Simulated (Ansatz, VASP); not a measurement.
## Ge: VASP beside Ansatz

The input INCAR:

```
AGGAC = 0.0 ; ALDAC = 0.0
ALGO = Normal ; EDIFF = 1E-6
EDIFFG = -0.01 ; ENCUT = 600
GGA = PE ; IBRION = 2
ISIF = 3 ; ISMEAR = -1
LASPH = True ; LCHARG = False
LREAL = False ; LWAVE = False
NELM = 60 ; NSW = 60
PREC = Accurate ; SIGMA = 0.05
```

Contents of KPOINTS:

```
k-points
0
Gamma
  8 8 8
```

The input POSCAR:

```
Ge
1.0
    0.0000000000      2.8289100000      2.8289100000
    2.8289100000      0.0000000000      2.8289100000
    2.8289100000      2.8289100000      0.0000000000
Ge
2
Direct
    0.7500000000      0.7500000000      0.7500000000
    0.5000000000      0.5000000000      0.5000000000
```

input.yaml

```yaml
crystal:
  lattice:
    - [0.0, 2.82891, 2.82891]
    - [2.82891, 0.0, 2.82891]
    - [2.82891, 2.82891, 0.0]
  atoms:
    - { symbol: Ge, position: [0.75, 0.75, 0.75] }
    - { symbol: Ge, position: [0.5, 0.5, 0.5] }
hamiltonian:
  xc: { exchange: pbe, correlation: none }
  pseudopotentials: { kind: paw }
kpoints:
  mp_grid: { grid: [8, 8, 8] }
scf:
  occupations: { method: fermi_dirac, width: 0.05 }
output:
  forces: true
  stress: true
relax:
  f_tol: 0.01
  max_steps: 40
  cell: { stress_tol: 0.05 }
```

Alike in both runs: task relaxation of cell and atoms; functional PBE exchange alone; k mesh 8 × 8 × 8; occupations fermi-dirac, width 0.05 eV; no spin polarisation.

|  | VASP | Ansatz |
| --- | --- | --- |
| version | VASP 6.6.1 | Ansatz 0.2.0 |
| potentials or method | VASP PAW PBE potentials, release 64 (Ge_d) | Ansatz PAW |
| plane-wave cutoff (eV) | 600 | 420 |
| valence electrons in the cell | 28 | 28 |

VASP gave:

```
relaxed volume (Å³/atom)                                     : 28.70
relaxed cell length with the largest relative difference (Å) : 4.330
```

Q: What did Ansatz give for the same quantities?

A: Relaxed volume (Å³/atom): 28.75; relaxed cell length with the largest relative difference (Å): 4.332.

VASP's potentials were made for PBE, not for PBE exchange alone.

Noted on VASP's run: the volume moved by over 15 % at a fixed basis, so the end points are rough. Noted on Ansatz's run: the volume moved by over 15 % at a fixed basis, so the end points are rough; the plane-wave basis is chosen anew once the cell has moved, so the energies of steps on either side of that aren't comparable.
